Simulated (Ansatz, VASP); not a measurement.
**SiO2: VASP beside Ansatz**

```xyz
12
Lattice="4.5990 0.0000 0.0000 0.0000 4.5990 0.0000 0.0000 0.0000 6.1300" Properties=species:S:1:pos:R:3 pbc="T T T"
Si    1.5694    1.5694    0.0000
Si    0.7301    3.8689    1.5325
Si    3.0296    3.0296    3.0650
Si    3.8689    0.7301    4.5975
O     1.0173    0.8496    1.3457
O     1.4499    3.3168    2.8782
O     3.5817    3.7494    4.4107
O     3.1491    1.2822    5.9432
O     3.3168    1.4499    3.2518
O     3.7494    3.5817    1.7193
O     1.2822    3.1491    0.1868
O     0.8496    1.0173    4.7843
```

Alike in both runs: functional PBE; k mesh 5 × 5 × 4; occupations fermi-dirac, width 0.02 eV; no spin polarisation.

Ansatz relaxed the structure, and its values are those at the end. VASP's run is a single point on that final structure, the one shown.

```csv
,VASP,Ansatz
version,VASP 6.6.1,Ansatz 0.2.0
potentials or method,"VASP PAW PBE potentials, release 64 (Si, O)","plane-wave PAW, scalar-relativistic"
plane-wave cutoff (eV),520,420
valence electrons in the cell,64,64
```

Ansatz gave:

```
gap on the k mesh at the Fermi level (eV) : 5.92
pressure (GPa)                            : 12.0
rms of the force components (eV/Å)        : 0.005
```

**Question.** What did VASP give for the same quantities?

**Answer.** gap on the k mesh at the Fermi level (eV): 5.92; pressure (GPa): 12.4; rms of the force components (eV/Å): 0.011.

Ansatz's warnings: stress scf threshold loose.
